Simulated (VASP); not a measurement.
# Fe (P6_3/mmc) in VASP: further runs

Runs on Fe. Level: PBEsol. Tasks: single point.

All numbers are computed with VASP 6.6.1; they aren't measurements. Logs are shortened: lines on timing, memory, paths and dates and some standing lists are left out, and cuts for length are marked.

## (1) The cell of the first run

The structure is hexagonal, space group P6_3/mmc (No. 194). Conventional cell: a = 2.430 Å, b = 2.430 Å, c = 3.838 Å, α = 90.00°, β = 90.00°, γ = 120.00°. Fe (site symmetry -6m2) has 12 Fe at 2.38 to 2.43 Å within 3.1 Å.

This isn't the form of Fe at room conditions, which is bcc.

## (2) Single point, PBEsol, collinear spin, antiferromagnetic start

Input file INCAR:

```
PREC = Accurate ; ENCUT = 600
EDIFF = 1E-6 ; ISMEAR = 0
SIGMA = 0.05 ; LREAL = False
LASPH = True ; NELM = 200
ALGO = Normal ; ISIF = 2
LWAVE = False ; LCHARG = True
ISPIN = 2 ; MAGMOM = 2.5 -2.5 -2.5 2.5
LORBIT = 11 ; LMAXMIX = 4
GGA = PS ; LELF = True
LVHAR = True ; NBANDS = 28
GGA_COMPAT = False
```

Input file KPOINTS:

```
Automatic mesh
0
Gamma
  14 10 8
```

Input file POSCAR:

```
Fe
1.0
   -2.4296151989      0.0000000000      0.0000000000
    0.0000000000      0.0000000000     -3.8384250565
    0.0000000000     -4.2082169673      0.0000000000
Fe
4
Direct
    0.0000000000     -0.2500000000     -0.3333333333
   -0.5000000000     -0.7500000000     -0.1666666667
    0.5000000000     -0.2500000000      0.1666666667
    0.0000000000     -0.7500000000      0.3333333333
```

Potentials or basis: VASP PAW PBE potentials, release 64 (Fe).

On the command line:

```sh
cat potpaw_PBE.64/Fe/POTCAR > POTCAR
mpirun -np 1 vasp_std > vasp.out
```

OUTCAR:

```text
PREC = Accurate
   ENCUT = 600
   EDIFF = 1E-6
   ISMEAR = 0
   LREAL = False
   LASPH = True
   NELM = 200
   ISIF = 2
   ISPIN = 2
   LORBIT = 11
   GGA = PS

 ion  position               nearest neighbor table
   1  0.000  0.750  0.667-   2 2.38   2 2.38   2 2.38   2 2.38   4 2.38   4 2.38   3 2.43   3 2.43
                             3 2.43   3 2.43
   2  0.500  0.250  0.833-   1 2.38   1 2.38   1 2.38   1 2.38   3 2.38   3 2.38   4 2.43   4 2.43
                             4 2.43   4 2.43
   3  0.500  0.750  0.167-   4 2.38   4 2.38   4 2.38   4 2.38   2 2.38   2 2.38   1 2.43   1 2.43
                             1 2.43   1 2.43
   4  0.000  0.250  0.333-   3 2.38   3 2.38   3 2.38   3 2.38   1 2.38   1 2.38   2 2.43   2 2.43
                             2 2.43   2 2.43

  LATTYP: Found a simple orthorhombic cell.
 ALAT       =     2.4296151989
 B/A-ratio  =     1.5798489647
 C/A-ratio  =     1.7320508076

  Lattice vectors:

 A1 = (  -2.4296151989,   0.0000000000,   0.0000000000)
 A2 = (   0.0000000000,   0.0000000000,  -3.8384250565)
 A3 = (   0.0000000000,  -4.2082169673,   0.0000000000)

Analysis of symmetry for initial positions (statically):
=====================================================================
 Subroutine PRICEL returns following result:

  LATTYP: Found a hexagonal cell.
 ALAT       =     2.4296151989
 C/A-ratio  =     1.5798489647
[... 12 lines left out ...]
 Subroutine GETGRP returns: Found  8 space group operations
 (whereof  4 operations were pure point group operations)
 out of a pool of  8 trial point group operations.

The static configuration has the point symmetry C_2h.
 The point group associated with its full space group is D_2h.

Analysis of symmetry for dynamics (positions and initial velocities):
=====================================================================
 Subroutine PRICEL returns following result:

  LATTYP: Found a hexagonal cell.
 ALAT       =     2.4296151989
 C/A-ratio  =     1.5798489647
[... 12 lines left out ...]
 Subroutine GETGRP returns: Found  8 space group operations
 (whereof  4 operations were pure point group operations)
 out of a pool of  8 trial point group operations.

The dynamic configuration has the point symmetry C_2h.
 The point group associated with its full space group is D_2h.

Analysis of structural, dynamic, and magnetic symmetry:
=====================================================================
 Subroutine PRICEL returns following result:

  LATTYP: Found a hexagonal cell.
 ALAT       =     2.4296151989
 C/A-ratio  =     1.5798489647
[... 12 lines left out ...]
 Subroutine GETGRP returns: Found  8 space group operations
 (whereof  4 operations were pure point group operations)
 out of a pool of  8 trial point group operations.

[... 132 lines left out ...]
 spin polarized calculation
 Gauss-broadening in eV      SIGMA  =   0.05
  energy-cutoff  :      600.00
  volume of cell :       39.25
 maximum number of plane-waves:      1332
 NGX is ok and might be reduce to    20

 number of electron      31.9999995 magnetization      -0.0000000

 number of electron      31.9999995 magnetization       0.0000000

 Free energy of the ion-electron system (eV)
  ---------------------------------------------------
  ext. energy  EPLUGINS =         0.00000000
  ---------------------------------------------------
  free energy    TOTEN  =       -35.76287832 eV

  energy without entropy =      -35.75723837  energy(sigma->0) =      -35.76005834

 E-fermi :   7.2425     XC(G=0): -14.1718

 val. band max:        7.2369111392   @ k =   0.5000   0.1000   0.1250
 cond. band min:       7.2482439488   @ k =   0.2143   0.2000   0.3750
 fundamental gap:      0.0113328095
 Fermi energy:         7.2425068152

 spin component 1

 k-point     1 :       0.0000    0.0000    0.0000
  band No.  band energies     occupation
      1      -1.9972      1.00000
      2       1.9829      1.00000
      3       2.3820      1.00000
      4       2.5256      1.00000
      5       2.7845      1.00000
      6       4.9710      1.00000
[... 733 lines left out ...]
     27      18.5880      0.00000
     28      18.5901      0.00000

 [... further k-points ...]

 spin component 2

 k-point     1 :       0.0000    0.0000    0.0000
  band No.  band energies     occupation
      1      -1.9972      1.00000
      2       1.9829      1.00000
      3       2.3820      1.00000
      4       2.5256      1.00000
      5       2.7845      1.00000
      6       4.9710      1.00000
[... 733 lines left out ...]
     27      18.5880      0.00000
     28      18.5901      0.00000

 [... further k-points ...]

------------------------ aborting loop because EDIFF is reached ----------------------------------------

  FORCE on cell =-STRESS in cart. coord.  units (eV):
  Direction    XX          YY          ZZ          XY          YZ          ZX
  --------------------------------------------------------------------------------------
  -------------------------------------------------------------------------------------
  Total       -0.1335005      0.8996990      0.9677732      0.0000000     -0.0000000      0.0000000
  in kB       -5.4501041     36.7298494     39.5089494      0.0000000     -0.0000000      0.0000000
  external PRESSURE =      23.5962316 kB  Pullay stress =       0.0000000 kB

 VOLUME and BASIS-vectors are now :
 -----------------------------------------------------------------------------
  energy-cutoff  :      600.00
  volume of cell :       39.25
      direct lattice vectors                 reciprocal lattice vectors
    -2.429615199  0.000000000  0.000000000    -0.411587810  0.000000000  0.000000000
     0.000000000  0.000000000 -3.838425057     0.000000000  0.000000000 -0.260523518
     0.000000000 -4.208216967  0.000000000     0.000000000 -0.237630333  0.000000000

 POSITION                                       TOTAL-FORCE (eV/Angst)
 -----------------------------------------------------------------------------------
      0.00000     -2.80548     -2.87882        -0.000000      0.091197     -0.000000
     -1.21481     -3.50685     -0.95961         0.000000     -0.091197     -0.000000
     -1.21481     -0.70137     -2.87882        -0.000000      0.091197      0.000000
      0.00000     -1.40274     -0.95961         0.000000     -0.091197      0.000000
 -----------------------------------------------------------------------------------
    total drift:                                0.000000     -0.000000     -0.000000

  FREE ENERGIE OF THE ION-ELECTRON SYSTEM (eV)
  ---------------------------------------------------
  free  energy   TOTEN  =       -35.7628783160 eV

  energy  without entropy=      -35.7572383699  energy(sigma->0) =      -35.76005834

 total charge

# of ion       s       p       d       tot
------------------------------------------
    1        0.559   0.686   6.373   7.618
    2        0.559   0.686   6.373   7.618
    3        0.559   0.686   6.373   7.618
    4        0.559   0.686   6.373   7.618
--------------------------------------------------
tot          2.238   2.742  25.492  30.472

 magnetization (x)

# of ion       s       p       d       tot
------------------------------------------
    1        0.008   0.013   0.655   0.676
    2       -0.008  -0.013  -0.655  -0.676
    3       -0.008  -0.013  -0.655  -0.676
    4        0.008   0.013   0.655   0.676
--------------------------------------------------
tot          0.000   0.000   0.000   0.000
```

It took 22 min on 1 thread of Intel Xeon 8259CL, shared host; peak memory 0.51 GiB.

Results:

| Quantity | Value |
| --- | --- |
| Free energy | -35.7629 eV |
| Pressure | 2.4 GPa |
| Largest force | 0.091 eV/Å |
| Band gap on the k mesh | zero (filled and empty bands overlap) |
| Net moment | 0.00 μB per cell |
| Site moments | Fe +0.68, -0.68 (each value once) μB |
| Valence electrons inside the program's atomic spheres | Fe 7.62 |

Forces on the atoms (eV/Å):
```
Fe   0.000  0.091  0.000
Fe   0.000 -0.091  0.000
Fe   0.000  0.091  0.000
Fe   0.000 -0.091  0.000
```

Levels at points of the mesh, in eV from the Fermi level:
Spin up:
| k point | band 13 | band 14 | band 15 | band 16 | band 17 | band 18 | band 19 | band 20 |
| --- | --- | --- | --- | --- | --- | --- | --- | --- |
| (0.00, 0.00, 0.00) | -1.30 | -1.16 | -1.02 | -0.92 | 0.47 | 0.75 | 0.77 | 0.87 |
| (0.50, 0.00, 0.00) | -1.22 | -1.13 | -0.22 | 0.32 | 0.68 | 0.85 | 1.03 | 1.12 |
| (0.00, 0.50, 0.00) | -0.85 | -0.85 | 0.08 | 0.08 | 0.31 | 0.31 | 0.42 | 0.42 |
| (0.50, 0.50, 0.00) | -1.06 | -1.06 | -0.76 | -0.76 | 0.85 | 0.85 | 1.09 | 1.09 |
| (0.00, 0.00, 0.50) | -1.26 | -1.19 | -0.92 | -0.72 | -0.70 | -0.15 | -0.14 | 0.09 |
| (0.50, 0.00, 0.50) | -1.37 | -1.00 | 0.71 | 0.93 | 0.97 | 1.00 | 1.19 | 1.24 |
| (0.00, 0.50, 0.50) | -1.37 | -1.37 | -0.97 | -0.97 | 0.16 | 0.16 | 0.61 | 0.61 |
| (0.50, 0.50, 0.50) | -0.05 | -0.05 | 0.20 | 0.20 | 0.85 | 0.85 | 1.11 | 1.11 |
Spin down:
| k point | band 13 | band 14 | band 15 | band 16 | band 17 | band 18 | band 19 | band 20 |
| --- | --- | --- | --- | --- | --- | --- | --- | --- |
| (0.00, 0.00, 0.00) | -1.30 | -1.16 | -1.02 | -0.92 | 0.47 | 0.75 | 0.77 | 0.87 |
| (0.50, 0.00, 0.00) | -1.22 | -1.13 | -0.22 | 0.32 | 0.68 | 0.85 | 1.03 | 1.12 |
| (0.00, 0.50, 0.00) | -0.85 | -0.85 | 0.08 | 0.08 | 0.31 | 0.31 | 0.42 | 0.42 |
| (0.50, 0.50, 0.00) | -1.06 | -1.06 | -0.76 | -0.76 | 0.85 | 0.85 | 1.09 | 1.09 |
| (0.00, 0.00, 0.50) | -1.26 | -1.19 | -0.92 | -0.72 | -0.70 | -0.15 | -0.14 | 0.09 |
| (0.50, 0.00, 0.50) | -1.37 | -1.00 | 0.71 | 0.93 | 0.97 | 1.00 | 1.19 | 1.24 |
| (0.00, 0.50, 0.50) | -1.37 | -1.37 | -0.97 | -0.97 | 0.16 | 0.16 | 0.61 | 0.61 |
| (0.50, 0.50, 0.50) | -0.05 | -0.05 | 0.20 | 0.20 | 0.85 | 0.85 | 1.11 | 1.11 |

Caveat: the PAW data sets were made with another functional, which shifts forces and pressure a little.

## (3) Single point, PBEsol, collinear spin, antiferromagnetic start

This run uses another cell than the first one: it holds 2 atoms, not 4.

Input file INCAR:

```
SYSTEM = Fe
PREC     = Accurate       ! precision mode
ENCUT    = 520            ! plane-wave cutoff, eV
EDIFF    = 1E-6           ! SCF threshold, eV
ISMEAR   = 0              ! smearing method
SIGMA    = 0.05           ! smearing width, eV
LREAL    = .False.        ! projectors in reciprocal space
LASPH    = .True.         ! aspherical terms in the spheres
NELM     = 150            ! most SCF steps
ALGO     = Fast           ! electronic algorithm
ISIF     = 2              ! what is computed and relaxed
LWAVE    = .False.        ! write WAVECAR
LCHARG   = .False.        ! write CHGCAR
ISPIN    = 2              ! spin polarisation
MAGMOM   = 2.5 -2.5       ! initial moments
LORBIT   = 11             ! projections on sites
LMAXMIX  = 4              ! l up to which the mixer works
GGA      = PS             ! functional
NBANDS   = 19             ! bands
```

Input file KPOINTS:

```
Automatic mesh
0
Gamma
  20 20 12
  0 0 0
```

Input file POSCAR:

```
Fe
1.0
    2.4296151989      0.0000000000      0.0000000000
   -1.2148075995      2.1041084836      0.0000000000
    0.0000000000      0.0000000000      3.8384250565
Fe
2
Direct
    0.3333333333      0.6666666667      0.2500000000
    0.6666666667      0.3333333333      0.7500000000
```

Potentials or basis: VASP PAW PBE potentials, release 64 (Fe).

On the command line:

```sh
cat potpaw_PBE.64/Fe/POTCAR > POTCAR
mpirun -np 1 vasp_std > vasp.out
```

Wall time 3.2 min (1 thread of Intel Xeon Platinum 8259CL at 2.50GHz (Skylake/Cascade Lake), shared host); peak memory 0.27 GiB.

Results (log left out):

- Free energy: -17.8725 eV
- Pressure: -0.5 GPa
- Band gap on the k mesh: zero (filled and empty bands overlap)
- Net moment: 0.00 μB per cell
- Valence electrons inside the program's atomic spheres: Fe 7.62

Stress tensor (GPa, compression positive):
```
-0.45  0.00  0.00
 0.00 -0.45  0.00
 0.00  0.00 -0.59
```

Levels at points of the mesh, in eV from the Fermi level:
Spin up:
```tsv
k point	band 6	band 7	band 8	band 9	band 10	band 11
(0.00, 0.00, 0.00)	-1.28	-1.28	-0.92	-0.92	0.52	0.74
(0.50, 0.00, 0.00)	-1.62	-1.15	0.84	1.08	1.13	2.78
(0.00, 0.00, 0.50)	-1.90	-1.90	-1.90	0.32	0.32	0.32
(0.50, 0.00, 0.50)	-0.71	0.09	0.09	0.99	0.99	2.55
```
Spin down:
```csv
k point,band 5,band 6,band 7,band 8,band 9,band 10,band 11,band 12
"(0.00, 0.00, 0.00)",-1.63,-1.28,-1.28,-0.92,-0.92,0.52,0.74,0.74
"(0.50, 0.00, 0.00)",-2.09,-1.62,-1.15,0.84,1.08,1.13,2.78,5.01
"(0.00, 0.00, 0.50)",-1.90,-1.90,-1.90,-1.90,0.32,0.32,0.32,0.32
"(0.50, 0.00, 0.50)",-0.71,-0.71,0.09,0.09,0.99,0.99,2.55,2.55
```

Caveat: the PAW data sets were made with another functional, which shifts forces and pressure a little.
